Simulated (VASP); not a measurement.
**SnH: single point with r2SCAN**

The system is SnH, a slab with vacuum.

```xyz
4
Lattice="4.6586 0.0000 0.0000 -2.3293 4.0345 0.0000 0.0000 0.0000 32.3669" Properties=species:S:1:pos:R:3 pbc="T T T"
Sn    0.0000    2.6897   10.4132
Sn    2.3293    1.3448    9.5868
H     0.0000    2.6897   12.1351
H     2.3293    1.3448    7.8649
```

* Program: VASP 6.6.1
* Task: single point
* Functional: r2SCAN
* Potentials or basis: VASP PAW PBE potentials, release 64 (Sn_d, H)
* Cutoff: 520 eV
* k mesh: 6 × 6 × 1
* Occupations: gaussian, width 0.01 eV
* Spin: no spin polarisation

| Item | Value |
| --- | --- |
| Largest force | 0.006 eV/Å |
| Band gap on the k mesh | 0.82 eV, direct |

Forces on the atoms (eV/Å):
```
Sn   0.000  0.000  0.005
Sn   0.000  0.000 -0.005
H    0.000  0.000 -0.006
H    0.000  0.000  0.006
```

Levels at points of the mesh, in eV from the valence-band top:
```tsv
k point	band 12	band 13	band 14	band 15	band 16	band 17	band 18	band 19
(0.00, 0.00, 0.00)	-5.56	-2.34	0.00	0.00	0.82	3.69	3.69	4.00
(0.50, 0.00, 0.00)	-6.86	-3.21	-2.63	-1.31	1.87	3.86	4.48	6.03
```

Wall time 8.1 min on 1 thread of Intel(R) Xeon(R) 6975P-C (Granite Rapids) (shared host), peak memory 0.79 GiB.

Caveat: the PAW data sets were made with another functional, which shifts forces and pressure a little; spin-orbit coupling is left out, which moves the levels of the heavy elements.
